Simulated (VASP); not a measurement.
Write the native input for VASP 6.6.1 that does the following.

| Quantity | Value |
| --- | --- |
| Task | relaxation of cell and atoms |
| Functional | PBEsol |
| Potentials or basis | VASP PAW PBE potentials, release 64 (Cd, F) |
| Cutoff | 600 eV |
| k mesh | 9 × 9 × 9 |
| Occupations | fermi-dirac, width 0.05 eV |
| Spin | no spin polarisation |
| Target pressure | 5 GPa |
| Dipole correction | no |
| Further INCAR settings | ALGO = Normal; EDIFF = 1e-07; IBRION = 2; EDIFFG = -0.01; NSW = 60; ISIF = 3 |

The structure of CdF2 lies in POSCAR:

```
CdF2
1.0
    0.0000000000      2.6940000000      2.6940000000
    2.6940000000      0.0000000000      2.6940000000
    2.6940000000      2.6940000000      0.0000000000
Cd F
1 2
Direct
    0.0000000000      0.0000000000      0.0000000000
    0.7500000000      0.7500000000      0.7500000000
    0.2500000000      0.2500000000      0.2500000000
```

The input as run:

INCAR

```
SYSTEM = CdF2
PREC = Accurate
ENCUT = 600
EDIFF = 1E-7
ISMEAR = -1
SIGMA = 0.05
LREAL = .FALSE.
LASPH = .TRUE.
NELM = 60
ALGO = Normal
ISIF = 3
LWAVE = .FALSE.
LCHARG = .FALSE.
GGA = PS
IBRION = 2
NSW = 60
EDIFFG = -0.01
PSTRESS = 50.0
```

KPOINTS

```
regular mesh
0
G
  9 9 9
  0 0 0
```

Potentials or basis: VASP PAW PBE potentials, release 64 (Cd, F).

Launch:

```sh
$ cat potpaw_PBE.64/Cd/POTCAR potpaw_PBE.64/F/POTCAR > POTCAR
$ mpirun -np 1 vasp_std > vasp.out
```

It gave:

```yaml
Relaxed_volume: 12.55 Å³/atom
Relaxed_cell: a = 3.762 Å, b = 3.762 Å, c = 3.762 Å, α = 60.00°, β = 60.00°, γ = 60.00°
Space_group_after_relaxing_to_0.05_Å: Fm-3m (No. 225)
Energy_change_on_relaxing_the_enthalpy_is_what_falls: +7.9 meV/atom
Ionic_steps: 3
Pressure_after_relaxing: 5.0 GPa
Band_gap_on_the_k_mesh: 3.06 eV, indirect (least direct gap 3.47 eV)
```

Caveat: the cell is relaxed towards a set pressure, so the enthalpy falls and the energy may rise; the PAW data sets were made with another functional, which shifts forces and pressure a little.

Run time: 35 s on 1 thread of AMD EPYC 9R45 96-Core Processor (Zen 5), with other jobs on the host, peak memory 0.16 GiB.
